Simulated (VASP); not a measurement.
**NaCaI3: single point with PBE**

The system is NaCaI3.

```
CELL_PARAMETERS angstrom
6.12590 0.00000 0.00000
0.00000 6.12590 0.00000
0.00000 0.00000 6.12590
ATOMIC_POSITIONS crystal
Na 0.00000 0.00000 0.00000
Ca 0.50000 0.50000 0.50000
I 0.50000 0.50000 0.00000
I 0.50000 0.00000 0.50000
I 0.00000 0.50000 0.50000
```

```json
{
  "Program": "VASP 6.6.1",
  "Task": "single point",
  "Functional": "PBE",
  "Potentials or basis": "VASP PAW PBE potentials, release 64 (Na_pv, Ca_sv, I)",
  "Cutoff": "520 eV",
  "k mesh": "4 × 4 × 4",
  "Occupations": "gaussian, width 0.01 eV",
  "Spin": "no spin polarisation",
  "Dipole correction": "no",
  "Further INCAR settings": "ALGO = Normal; EDIFF = 1e-06; NBANDS = 27"
}
```

```json
{
  "Pressure": "0.2 GPa",
  "Band gap on the k mesh": "2.40 eV (least direct gap 2.74 eV)"
}
```

Levels at points of the mesh, in eV from the valence-band top:
```
           k point  band 15  band 16  band 17  band 18  band 19  band 20  band 21  band 22  band 23  band 24
(0.00, 0.00, 0.00)    -0.64    -0.64    -0.34    -0.34    -0.34     2.40     3.76     3.76     3.76     4.43
(0.50, 0.00, 0.00)    -1.06    -1.06    -0.79    -0.44    -0.44     3.66     3.84     4.50     4.71     4.80
(0.50, 0.50, 0.00)    -1.05    -1.05    -1.03    -1.03    -0.01     3.65     4.82     4.85     4.85     5.33
(0.50, 0.50, 0.50)    -1.39    -1.39     0.00     0.00     0.00     2.76     5.30     5.30     5.30     5.63
```

It took 41 s on 1 thread of Intel(R) Xeon(R) 6975P-C (Granite Rapids) (shared host), peak memory 0.34 GiB.

Caveat: spin-orbit coupling is left out, which moves the levels of the heavy elements. A k mesh can miss the band edges.
